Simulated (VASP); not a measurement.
# Sc3B2N (P6/mmm) in VASP: a series of runs

The runs below take Sc3B2N through single point, relaxation of cell and atoms, with PBE.

Program: VASP 6.6.1. These are calculated values, not measurements. Logs are shortened: lines on timing, memory, paths and dates and some standing lists are left out, and cuts for length are marked.

**1. The cell of the first run**

It takes space group P6/mmm (No. 191, hexagonal). The conventional cell has a = 5.315 Å, b = 5.315 Å, c = 7.281 Å, α = 90.00°, β = 90.00°, γ = 120.00°. Sc (site symmetry -6m2) has 6 Sc at 3.07 Å and 6 B at 3.85 Å within 4.0 Å. Sc (site symmetry 6/mmm) has 2 B at 2.32 Å and 6 Sc at 3.07 Å within 3.1 Å. Within 1.8 Å of B (site symmetry 6mm) lie 1 N at 1.32 Å. N (site symmetry 6/mmm) has 2 B at 1.32 Å within 1.8 Å.

The cell was built from a structure type or drawn by symmetry, and may not be a known phase.

**2. Single point, PBE**

The input, INCAR:

```
SYSTEM = Sc3B2N
PREC = Accurate
ENCUT = 520
EDIFF = 1E-7
ISMEAR = 0
SIGMA = 0.1
LREAL = .False.
LASPH = .True.
NELM = 80
ALGO = Normal
ISIF = 2
LWAVE = .False.
LCHARG = .False.
GGA = PE
NBANDS = 31
```

The input, KPOINTS:

```
regular mesh
0
Gamma
  6 6 4
  0 0 0
```

The input, POSCAR:

```
Sc3B2N
1.0
    5.3151119332      0.0000000000      0.0000000000
   -2.6575559666      4.6030219581      0.0000000000
    0.0000000000      0.0000000000      7.2809529063
Sc B N
3 2 1
Direct
    0.3333333333      0.6666666667      0.0000000000
    0.6666666667      0.3333333333      0.0000000000
    0.0000000000      0.0000000000      0.0000000000
    0.0000000000      0.0000000000      0.6818054822
    0.0000000000      0.0000000000      0.3181945178
    0.0000000000      0.0000000000      0.5000000000
```

Potentials or basis: VASP PAW PBE potentials, release 64 (Sc_sv, B, N).

Command:

```bash
> cat potpaw_PBE.64/Sc_sv/POTCAR potpaw_PBE.64/B/POTCAR potpaw_PBE.64/N/POTCAR > POTCAR
> mpirun -np 1 vasp_std > vasp.out
```

OUTCAR:

```text
SYSTEM = Sc3B2N
   PREC = Accurate
   ENCUT = 520
   EDIFF = 1E-7
   ISMEAR = 0
   LREAL = .False.
   LASPH = .True.
   NELM = 80
   ISIF = 2
   GGA = PE

 ion  position               nearest neighbor table
   1  0.333  0.667  0.000-   2 3.07   2 3.07   3 3.07   3 3.07   3 3.07   2 3.07
   2  0.667  0.333  0.000-   1 3.07   1 3.07   3 3.07   3 3.07   3 3.07   1 3.07
   3  0.000  0.000  0.000-   4 2.32   5 2.32   1 3.07   2 3.07   1 3.07   2 3.07   2 3.07   1 3.07

   4  0.000  0.000  0.682-   6 1.32   3 2.32
   5  0.000  0.000  0.318-   6 1.32   3 2.32
   6  0.000  0.000  0.500-   4 1.32   5 1.32

  LATTYP: Found a hexagonal cell.
 ALAT       =     5.3151119332
 C/A-ratio  =     1.3698588097

  Lattice vectors:

 A1 = (   5.3151119332,   0.0000000000,   0.0000000000)
 A2 = (  -2.6575559666,   4.6030219581,   0.0000000000)
 A3 = (   0.0000000000,   0.0000000000,   7.2809529063)

Analysis of symmetry for initial positions (statically):
=====================================================================
 Subroutine PRICEL returns:
 Original cell was already a primitive cell.

 Routine SETGRP: Setting up the symmetry group for a
 hexagonal supercell.

 Subroutine GETGRP returns: Found 24 space group operations
 (whereof 24 operations were pure point group operations)
 out of a pool of 24 trial point group operations.

The static configuration has the point symmetry D_6h.

Analysis of symmetry for dynamics (positions and initial velocities):
=====================================================================
 Subroutine PRICEL returns:
 Original cell was already a primitive cell.

 Routine SETGRP: Setting up the symmetry group for a
 hexagonal supercell.

 Subroutine GETGRP returns: Found 24 space group operations
 (whereof 24 operations were pure point group operations)
 out of a pool of 24 trial point group operations.

The dynamic configuration has the point symmetry D_6h.

 Subroutine INISYM returns: Found 24 space group operations
 (whereof 24 operations are pure point group operations),
 and found     1 'primitive' translations

----------------------------------------------------------------------------------------

                                     Primitive cell

  volume of cell :     178.1327

  direct lattice vectors                    reciprocal lattice vectors
     5.315111933  0.000000000  0.000000000     0.188142792  0.108624292  0.000000000
    -2.657555967  4.603021958  0.000000000     0.000000000  0.217248583  0.000000000
     0.000000000  0.000000000  7.280952906     0.000000000  0.000000000  0.137344660

  length of vectors
     5.315111933  5.315111933  7.280952906     0.217248583  0.217248583  0.137344660

  position of ions in fractional coordinates (direct lattice)
     0.333333333  0.666666667  0.000000000
     0.666666667  0.333333333  0.000000000
     0.000000000  0.000000000  0.000000000
     0.000000000  0.000000000  0.681805482
     0.000000000  0.000000000  0.318194518
     0.000000000  0.000000000  0.500000000

  ion indices of the primitive-cell ions
   primitive index   ion index
                 1           1
                 2           2
                 3           3
                 4           4
                 5           5
                 6           6

----------------------------------------------------------------------------------------

 KPOINTS: regular mesh

Automatic generation of k-mesh.
 Grid dimensions read from file:
 generate k-points for:    6    6    4

 Generating k-lattice:

  Cartesian coordinates                     Fractional coordinates (reciprocal lattice)
     0.031357132  0.018104049  0.000000000     0.166666667  0.000000000  0.000000000
     0.000000000  0.036208097  0.000000000     0.000000000  0.166666667  0.000000000
     0.000000000  0.000000000  0.034336165     0.000000000  0.000000000  0.250000000

  Length of vectors
     0.036208097  0.036208097  0.034336165

  Shift w.r.t. Gamma in fractional coordinates (k-lattice)
     0.000000000  0.000000000  0.000000000

 Subroutine IBZKPT returns following result:
 ===========================================

 Found     21 irreducible k-points:

 Following reciprocal coordinates:
            Coordinates               Weight
  0.000000  0.000000  0.000000      1.000000
  0.166667 -0.000000  0.000000      6.000000
  0.333333 -0.000000  0.000000      6.000000
  0.500000 -0.000000  0.000000      3.000000
  0.166667  0.166667  0.000000      6.000000
  0.333333  0.166667  0.000000     12.000000
[... 13 lines left out ...]
  0.333333  0.166667  0.500000     12.000000
  0.333333  0.333333  0.500000      2.000000
   k-points           NKPTS =     21   k-points in BZ     NKDIM =     21   number of bands    NBANDS=     31
   number of dos      NEDOS =    301   number of ions     NIONS =      6
   total plane-waves  NPLWV =  86400
   dimension x,y,z NGX =    40 NGY =   40 NGZ =   54
   dimension x,y,z NGXF=    80 NGYF=   80 NGZF=  108
[... 35 lines left out ...]
  Fermi-wavevector in a.u.,A,eV,Ry     =   1.027175  1.941080 14.355354  1.055089
  Thomas-Fermi vector in A             =   2.161106
   LORBIT       =      0    0 simple, 1 ext, 2 COOP (PROOUT), +10 PAW based schemes
   GGA     = PE    functional components
   LHFCALC =     F    Hartree Fock is set to
   AEXX    =    0.0000 exact exchange contribution
   IVDW    =     0    specifies the selected vdW correction
   LEPSILON=     F    determine dielectric tensor
   LRPA    =     F    only Hartree local field effects (RPA)
 non-spin polarized calculation
 Gauss-broadening in eV      SIGMA  =   0.10
  energy-cutoff  :      520.00
  volume of cell :      178.13
 maximum number of plane-waves:      4840
 NGX is ok and might be reduce to    40
   NGX = 19   NGY = 19   NGZ = 27

 number of electron      44.0000007 magnetization

 Free energy of the ion-electron system (eV)
  ---------------------------------------------------
  ext. energy  EPLUGINS =         0.00000000
  ---------------------------------------------------
  free energy    TOTEN  =       -36.12724019 eV

  energy without entropy =      -36.09463524  energy(sigma->0) =      -36.11093772

 E-fermi :   0.3200     XC(G=0):  -7.1619

 val. band max:        0.3164932963   @ k =   0.5000  -0.0000   0.5000
 cond. band min:       0.3210001512   @ k =   0.1667  -0.0000   0.2500
 fundamental gap:      0.0045068549
 Fermi energy:         0.3199890951

 k-point     1 :       0.0000    0.0000    0.0000
  band No.  band energies     occupation
      1     -49.6134      2.00000
      2     -49.5506      2.00000
      3     -48.0926      2.00000
      4     -28.4257      2.00000
      5     -28.3663      2.00000
      6     -28.2655      2.00000
[... 23 lines left out ...]
     30       2.1392      0.00000
     31       2.4350      0.00000

 k-point     2 :       0.1667   -0.0000    0.0000
  band No.  band energies     occupation
      1     -49.6095      2.00000
      2     -49.5542      2.00000
      3     -48.0930      2.00000
      4     -28.4221      2.00000
      5     -28.3698      2.00000
      6     -28.2795      2.00000
[... 23 lines left out ...]
     30       2.2762      0.00000
     31       2.3559      0.00000

 k-point     3 :       0.3333   -0.0000    0.0000
  band No.  band energies     occupation
      1     -49.5996      2.00000
      2     -49.5637      2.00000
      3     -48.0937      2.00000
      4     -28.4128      2.00000
      5     -28.3787      2.00000
      6     -28.3035      2.00000
[... 23 lines left out ...]
     30       2.1217      0.00000
     31       2.4202      0.00000

 k-point     4 :       0.5000   -0.0000    0.0000
  band No.  band energies     occupation
      1     -49.5918      2.00000
      2     -49.5713      2.00000
      3     -48.0940      2.00000
      4     -28.4054      2.00000
      5     -28.3860      2.00000
      6     -28.3141      2.00000
[... 533 lines left out ...]
     30       2.3336      0.00000
     31       2.4233      0.00000

 k-point    20 :       0.3333    0.1667    0.5000
  band No.  band energies     occupation
      1     -49.5919      2.00000
      2     -49.5712      2.00000
      3     -48.0940      2.00000
      4     -28.4054      2.00000
      5     -28.3859      2.00000
      6     -28.3028      2.00000
[... 23 lines left out ...]
     30       2.7336      0.00000
     31       2.9320      0.00000

 k-point    21 :       0.3333    0.3333    0.5000
  band No.  band energies     occupation
      1     -49.5815      2.00000
      2     -49.5815      2.00000
      3     -48.0942      2.00000
      4     -28.3956      2.00000
      5     -28.3956      2.00000
      6     -28.2965      2.00000
[... 23 lines left out ...]
     30       2.8671      0.00000
     31       3.2455      0.00000

------------------------ aborting loop because EDIFF is reached ----------------------------------------

  FORCE on cell =-STRESS in cart. coord.  units (eV):
  Direction    XX          YY          ZZ          XY          YZ          ZX
  --------------------------------------------------------------------------------------
  -------------------------------------------------------------------------------------
  Total       -0.2810913     -0.2810913      0.1429727     -0.0000000     -0.0000000     -0.0000000
  in kB       -2.5282168     -2.5282168      1.2859378     -0.0000000     -0.0000000     -0.0000000
  external PRESSURE =      -1.2568319 kB  Pullay stress =       0.0000000 kB

 VOLUME and BASIS-vectors are now :
 -----------------------------------------------------------------------------
  energy-cutoff  :      520.00
  volume of cell :      178.13
      direct lattice vectors                 reciprocal lattice vectors
     5.315111933  0.000000000  0.000000000     0.188142792  0.108624292  0.000000000
    -2.657555967  4.603021958  0.000000000     0.000000000  0.217248583  0.000000000
     0.000000000  0.000000000  7.280952906     0.000000000  0.000000000  0.137344660

 POSITION                                       TOTAL-FORCE (eV/Angst)
 -----------------------------------------------------------------------------------
     -0.00000      3.06868      0.00000        -0.000000      0.000000     -0.000000
      2.65756      1.53434      0.00000         0.000000     -0.000000     -0.000000
      0.00000      0.00000      0.00000         0.000000      0.000000     -0.000000
      0.00000      0.00000      4.96419         0.000000     -0.000000     -0.043757
      0.00000      0.00000      2.31676         0.000000     -0.000000      0.043757
      0.00000      0.00000      3.64048         0.000000      0.000000     -0.000000
 -----------------------------------------------------------------------------------
    total drift:                                0.000000     -0.000000      0.000000

  FREE ENERGIE OF THE ION-ELECTRON SYSTEM (eV)
  ---------------------------------------------------
  free  energy   TOTEN  =       -36.1272401930 eV

  energy  without entropy=      -36.0946352428  energy(sigma->0) =      -36.11093772
```

Wall time 78 s (1 thread of Intel Xeon 6975P-C (Granite Rapids), shared host); peak memory 0.33 GiB.

Results:

* Free energy: -36.1272 eV
* Pressure: -0.1 GPa
* Largest force: 0.044 eV/Å
* Band gap on the k mesh: zero (bands 22 and 23 overlap by 0.97 eV)

Forces in eV/Å, atoms in the order of the input:
```
Sc   0.000  0.000  0.000
Sc   0.000  0.000  0.000
Sc   0.000  0.000  0.000
B    0.000  0.000 -0.044
B    0.000  0.000  0.044
N    0.000  0.000  0.000
```

Levels at points of the mesh, in eV from the Fermi level:
| k point | band 18 | band 19 | band 20 | band 21 | band 22 | band 23 | band 24 | band 25 | band 26 | band 27 |
| --- | --- | --- | --- | --- | --- | --- | --- | --- | --- | --- |
| (0.00, 0.00, 0.00) | -2.10 | -1.87 | 0.31 | 0.31 | 0.33 | 0.33 | 0.49 | 0.49 | 0.77 | 0.77 |
| (0.50, 0.00, 0.00) | -1.95 | -1.56 | -1.11 | -0.48 | -0.45 | -0.32 | 0.35 | 0.80 | 1.21 | 1.33 |
| (0.00, 0.00, 0.50) | -2.68 | -1.68 | 0.02 | 0.02 | 0.50 | 0.50 | 0.76 | 0.76 | 1.08 | 1.08 |
| (0.50, 0.00, 0.50) | -2.47 | -1.91 | -1.10 | -0.28 | 0.00 | 0.30 | 0.40 | 0.76 | 0.80 | 0.94 |

**3. Single point, PBE, collinear spin, ferromagnetic start**

This run uses another cell than the first one, of 13.38 Å³/atom.

The input, INCAR:

```
SYSTEM = Sc3B2N
PREC = Accurate
ENCUT = 520
EDIFF = 1E-6
ISMEAR = 0
SIGMA = 0.1
LREAL = .FALSE.
LASPH = .TRUE.
NELM = 150
ALGO = Normal
ISIF = 2
LWAVE = .FALSE.
LCHARG = .FALSE.
ISPIN = 2
MAGMOM = 0 0 0 0 0 1
LORBIT = 11
LMAXMIX = 4
GGA = PE
NBANDS = 35
```

The input, KPOINTS:

```
regular mesh
0
G
  6 6 2
  0 0 0
```

The input, POSCAR:

```
Sc3B2N
1.0
    3.4480768300      0.0000000000      0.0000000000
   -1.7240384100      2.9861221200      0.0000000000
    0.0000000000      0.0000000000      7.7993314400
Sc B N
3 2 1
Direct
    0.3333333300      0.6666666700      0.0000000000
    0.6666666700      0.3333333300      0.0000000000
    0.0000000000      0.0000000000      0.0000000000
    0.0000000000      0.0000000000      0.7977571700
    0.0000000000      0.0000000000      0.2022428300
    0.0000000000      0.0000000000      0.5000000000
```

Potentials or basis: VASP PAW PBE potentials, release 64 (Sc_sv, B, N).

Command:

```bash
> cat potpaw_PBE.64/Sc_sv/POTCAR potpaw_PBE.64/B/POTCAR potpaw_PBE.64/N/POTCAR > POTCAR
> mpirun -np 1 vasp_std > vasp.out
```

Run time: 98 s. Hardware: 1 thread of Intel Xeon 6975P-C (Granite Rapids), shared host; peak memory 0.27 GiB.

The run converged. Its results:

```yaml
Free_energy: -4.4864 eV
Pressure: 104.5 GPa
Largest_force: 13.767 eV/Å
Net_moment: 1.76 μB per cell
Site_moments: Sc -0.03, -0.02 (each value once); B -0.07; N +1.36 μB
```

Forces in eV/Å, atoms in the order of the input:
```
Sc    0.000   0.000   0.000
Sc    0.000   0.000   0.000
Sc    0.000   0.000   0.000
B     0.000   0.000 -13.767
B     0.000   0.000  13.767
N     0.000   0.000   0.000
```

Stress tensor (GPa, compression positive):
```
127.43   0.00   0.00
  0.00 127.43   0.00
  0.00   0.00  58.73
```

Levels at points of the mesh, in eV from the Fermi level:
Spin up:
```csv
k point,band 20,band 21,band 22,band 23,band 24,band 25
"(0.00, 0.00, 0.00)",-0.91,-0.86,-0.85,-0.85,2.09,2.15
"(0.50, 0.00, 0.00)",-2.15,-1.83,-1.30,0.09,0.41,0.72
"(0.00, 0.00, 0.50)",-1.49,-0.85,-0.85,0.64,2.06,2.06
"(0.50, 0.00, 0.50)",-2.67,-2.65,-1.78,0.08,0.41,1.51
```
Spin down:
| k point | band 17 | band 18 | band 19 | band 20 | band 21 | band 22 | band 23 | band 24 |
| --- | --- | --- | --- | --- | --- | --- | --- | --- |
| (0.00, 0.00, 0.00) | -3.53 | -0.88 | -0.88 | -0.85 | 0.04 | 1.61 | 1.61 | 2.07 |
| (0.50, 0.00, 0.00) | -4.49 | -4.07 | -3.14 | -0.64 | 0.05 | 0.40 | 0.62 | 0.69 |
| (0.00, 0.00, 0.50) | -3.54 | -2.81 | -0.88 | -0.88 | 1.04 | 1.93 | 1.93 | 2.38 |
| (0.50, 0.00, 0.50) | -4.12 | -3.60 | -3.02 | -2.01 | 0.06 | 0.34 | 0.40 | 1.36 |

Caveat: the k points lie up to 0.40 Å⁻¹ apart; atoms lie so close that the PAW spheres overlap strongly, which falsifies energies and pressures; forces of over 1 eV/Å act on the atoms, so gaps and moduli don't describe the material at rest.

**4. Relaxation of cell and atoms, PBE**

The input, INCAR:

```
ALGO     = Normal         # electronic algorithm
EDIFF    = 1E-7           # SCF threshold, eV
EDIFFG   = -0.04          # ionic threshold
ENCUT    = 600            # plane-wave cutoff, eV
GGA      = PE             # functional
IBRION   = 2              # ionic algorithm
ISIF     = 3              # what is computed and relaxed
ISMEAR   = 0              # smearing method
LASPH    = True           # aspherical terms in the spheres
LCHARG   = False          # write CHGCAR
LREAL    = False          # projectors in reciprocal space
LWAVE    = False          # write WAVECAR
NELM     = 80             # most SCF steps
NSW      = 90             # ionic steps
PREC     = Accurate       # precision mode
SIGMA    = 0.1            # smearing width, eV
```

The input, KPOINTS:

```
k-points
0
Gamma
  6 6 4
```

The input, POSCAR:

```
Sc3B2N
1.0
    5.3151119332      0.0000000000      0.0000000000
   -2.6575559666      4.6030219581      0.0000000000
    0.0000000000      0.0000000000      7.2809529063
Sc B N
3 2 1
Direct
    0.3333333333      0.6666666667      0.0000000000
    0.6666666667      0.3333333333      0.0000000000
    0.0000000000      0.0000000000      0.0000000000
    0.0000000000      0.0000000000      0.6818054822
    0.0000000000      0.0000000000      0.3181945178
    0.0000000000      0.0000000000      0.5000000000
```

Command:

```bash
> cat potpaw_PBE.64/Sc_sv/POTCAR potpaw_PBE.64/B/POTCAR potpaw_PBE.64/N/POTCAR > POTCAR
> mpirun -np 1 vasp_std > vasp.out
```

It took 2.3 min on 1 thread of Intel Xeon 6975P-C (Granite Rapids), shared host; peak memory 0.4 GiB.

It converged, with:

| Quantity | Value |
| --- | --- |
| Free energy | -36.1313 eV |
| Relaxed volume | 29.59 Å³/atom |
| Relaxed cell | a = 5.304 Å, b = 5.304 Å, c = 7.290 Å, α = 90.00°, β = 90.00°, γ = 120.00° |
| Space group after relaxing (to 0.1 Å) | P6/mmm (No. 191) |
| Energy gained by relaxing | 0.2 meV/atom |
| Ionic steps | 2 |
| Pressure after relaxing | -0.1 GPa |
| Largest force after relaxing | 0.020 eV/Å |
| Band gap on the k mesh | zero (bands 22 and 23 overlap by 0.98 eV) |

Forces in eV/Å, atoms in the order of the input:
```
Sc   0.000  0.000  0.000
Sc   0.000  0.000  0.000
Sc   0.000  0.000  0.000
B    0.000  0.000  0.020
B    0.000  0.000 -0.020
N    0.000  0.000  0.000
```

Stress tensor (GPa, compression positive):
```
-0.11  0.00  0.00
 0.00 -0.11  0.00
 0.00  0.00  0.02
```

The path:
| step | energy change (eV) | largest force (eV/Å) | pressure (GPa) | volume (Å³) |
| --- | --- | --- | --- | --- |
| 1 | 0.0000 | 0.0435 | -0.12 | 178.13 |
| 2 | -0.0010 | 0.0196 | -0.07 | 177.57 |

Final structure:
```
Sc B N
1.0
     5.30356    0.00000    0.00000
    -2.65178    4.59302    0.00000
     0.00000    0.00000    7.28951
Sc B N
3 2 1
Direct
  0.33333 0.66667 0.00000
  0.66667 0.33333 0.00000
  0.00000 0.00000 0.00000
  0.00000 0.00000 0.68152
  0.00000 0.00000 0.31848
  0.00000 0.00000 0.50000
```

Levels at points of the mesh, in eV from the Fermi level:
```csv
k point,band 18,band 19,band 20,band 21,band 22,band 23,band 24,band 25,band 26
"(0.00, 0.00, 0.00)",-2.11,-1.87,0.32,0.32,0.33,0.33,0.50,0.50,0.78
"(0.50, 0.00, 0.00)",-1.96,-1.55,-1.11,-0.48,-0.45,-0.32,0.35,0.80,1.22
"(0.00, 0.00, 0.50)",-2.69,-1.68,0.02,0.02,0.50,0.50,0.76,0.77,1.08
"(0.50, 0.00, 0.50)",-2.47,-1.91,-1.11,-0.27,-0.01,0.30,0.39,0.78,0.80
```

**5. The runs side by side**

| task | spin | cell | k mesh | cutoff (eV) | gap on the mesh (eV) | pressure (GPa) | largest force (eV/Å) |
| --- | --- | --- | --- | --- | --- | --- | --- |
| single point | off | a = 5.315, b = 5.315, c = 7.281 Å, angles 90.0, 90.0, 120.0°, 6 atoms, atomic positions A | 6 × 6 × 4 | 520 | none | -0.1 | 0.04 |
| single point | collinear, ferromagnetic start | a = 3.448, b = 3.448, c = 7.799 Å, angles 90.0, 90.0, 120.0°, 6 atoms, atomic positions B | 6 × 6 × 2 | 520 | none | 104.5 | 13.77 |
| relaxation of cell and atoms | off | relaxed from a = 5.315, b = 5.315, c = 7.281 Å, angles 90.0, 90.0, 120.0°, 6 atoms, atomic positions A | 6 × 6 × 4 | 600 | none | -0.1 | 0.02 |

Alike in all rows: level PBE; potentials or basis VASP PAW PBE potentials, release 64 (Sc_sv, B, N); smearing gaussian 0.1 eV.

Caveats: some runs use coarse meshes; atoms lie so close that the PAW spheres overlap strongly, which falsifies energies and pressures (at least some runs); forces of over 1 eV/Å act on the atoms, so gaps and moduli don't describe the material at rest (at least some runs).

Absolute energies hang on the potentials; compare differences alone.
